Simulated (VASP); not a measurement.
YSb: single point with LDA

Crystal: YSb.

```
Y Sb
1.0
     0.00000    3.06899    3.06899
     3.06899    0.00000    3.06899
     3.06899    3.06899    0.00000
Y Sb
1 1
Direct
  0.50000 0.50000 0.50000
  0.00000 0.00000 0.00000
```

| Quantity | Value |
| --- | --- |
| Program | VASP 6.6.1 |
| Task | single point |
| Functional | LDA |
| Potentials or basis | VASP PAW LDA potentials, release 64 (Y_sv, Sb) |
| Cutoff | 500 eV |
| k mesh | 7 × 7 × 7 |
| Occupations | gaussian, width 0.05 eV |
| Spin | no spin polarisation |
| Dipole correction | no |
| Further INCAR settings | ALGO = Normal; EDIFF = 1e-06; NBANDS = 15 |

```
Pressure               : -2.3 GPa
Band gap on the k mesh : zero (bands 8 and 9 overlap by 1.25 eV)
```

Levels at points of the mesh, in eV from the Fermi level:
| k point | band 4 | band 5 | band 6 | band 7 | band 8 | band 9 | band 10 | band 11 | band 12 | band 13 |
| --- | --- | --- | --- | --- | --- | --- | --- | --- | --- | --- |
| (0.00, 0.00, 0.00) | -22.56 | -9.86 | 0.89 | 0.89 | 0.89 | 1.14 | 1.14 | 1.14 | 1.80 | 1.80 |

It took 43 s on 1 thread of Intel Xeon 8259CL, with other jobs on the host, peak memory 0.17 GiB.

Caveat: spin-orbit coupling is left out, which moves the levels of the heavy elements.
